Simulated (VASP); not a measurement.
Input of a VASP 6.6.1 run:

Contents of INCAR:

```
PREC = Accurate
ENCUT = 520
EDIFF = 1E-6
ISMEAR = -1
SIGMA = 0.05
LREAL = False
LASPH = True
NELM = 100
ALGO = Normal
ISIF = 2
LWAVE = False
LCHARG = True
GGA = PE
LELF = True
LVHAR = True
NBANDS = 10
```

The input KPOINTS:

```
regular mesh
0
Gamma
  7 7 7
```

The input POSCAR:

```
H
1.0
    2.6408559351     -2.5839046819      0.0000000000
    2.6408559351      2.5839046819      0.0000000000
    0.0000000000      0.0000000000      4.1692480577
H
4
Direct
    0.0467043700      0.9532956300      0.9314911100
    0.5467043700      0.4532956300      0.5685088900
    0.4532956300      0.5467043700      0.4314911100
    0.9532956300      0.0467043700      0.0685088900
```

Potentials or basis: VASP PAW PBE potentials, release 64 (H).

Run with:

```sh
$ cat potpaw_PBE.64/H/POTCAR > POTCAR
$ mpirun -np 1 vasp_std > vasp.out
```

(1) Estimate the pressure.

(2) Estimate the largest force.

## Answers

(1) 0.0 GPa.

(2) 0.085 eV/Å.
